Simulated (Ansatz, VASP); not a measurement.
**One calculation of Co, two programs**

Contents of INCAR:

```
ALGO = Normal
EDIFF = 1E-6
EDIFFG = -0.04
ENCUT = 600
GGA = PE
IBRION = 2
ISIF = 3
ISMEAR = 0
LASPH = T
LCHARG = F
LREAL = F
LWAVE = F
NELM = 100
NSW = 90
PREC = Accurate
SIGMA = 0.1
```

Contents of KPOINTS:

```
k-points
0
Gamma
  6 6 6
```

The input POSCAR:

```
Co
1.0
    3.2269754373      0.0000000000      0.0000000000
   -1.6134877186      2.7946427061      0.0000000000
    0.0000000000      0.0000000000      3.6673091430
Co
3
Direct
    0.2170000000      0.0000000000      0.1666666667
    0.0000000000      0.2170000000      0.8333333333
    0.7830000000      0.7830000000      0.5000000000
```

Input for Ansatz:

```yaml
crystal:
  lattice:
    - [3.2269754373, 0.0, 0.0]
    - [-1.6134877186, 2.7946427061, 0.0]
    - [0.0, 0.0, 3.667309143]
  atoms:
    - { symbol: Co, position: [0.217, 0.0, 0.1666666667] }
    - { symbol: Co, position: [0.0, 0.217, 0.8333333333] }
    - { symbol: Co, position: [0.783, 0.783, 0.5] }
basis:
  ecutwfc: 420
kpoints:
  mp_grid: { grid: [6, 6, 6] }
hamiltonian:
  xc: pbe
scf:
  occupations: { method: gaussian, width: 0.1 }
  lower_state_search: "off"
output:
  forces: true
  stress: true
  eigenvalues: true
relax:
  adjacent_minimum: "off"
  f_tol: 0.04
  max_steps: 70
  cell: { stress_tol: 0.4 }
```

Alike in both runs: task relaxation of cell and atoms; functional PBE; k mesh 6 × 6 × 6; occupations gaussian, width 0.1 eV; no spin polarisation.

|  | VASP | Ansatz |
| --- | --- | --- |
| version | VASP 6.6.1 | Ansatz 0.2.0 |
| potentials or method | VASP PAW PBE potentials, release 64 (Co), cutoff 600 eV | scalar-relativistic, plane waves, PAW |
| valence electrons in the cell | 27 | 51 |

VASP gave:

```
gap on the k mesh at the Fermi level, each at its own relaxed structure (eV) : none
relaxed volume (Å³/atom)                                                     : 10.24
relaxed length of the cell vector where the two differ most in proportion (Å)              : 5.900
```

Problem. Estimate Ansatz's values.

Solution. gap on the k mesh at the Fermi level, each at its own relaxed structure (eV): none; relaxed volume (Å³/atom): 10.55; relaxed length of the cell vector where the two differ most in proportion (Å): 2.403.

A gap of «none» marks a metal or a gap that the smearing closes. One of these differences is far larger than is usual between the two programs; its cause wasn't traced. VASP's potentials hold 27 valence electrons a cell and Ansatz's 51, so a difference there can come from the potentials and not from the codes.

The k mesh is coarse, so the values compare programs but aren't converged. Noted on VASP's run: too few bands were computed for a metal, which touches its energy and stress.
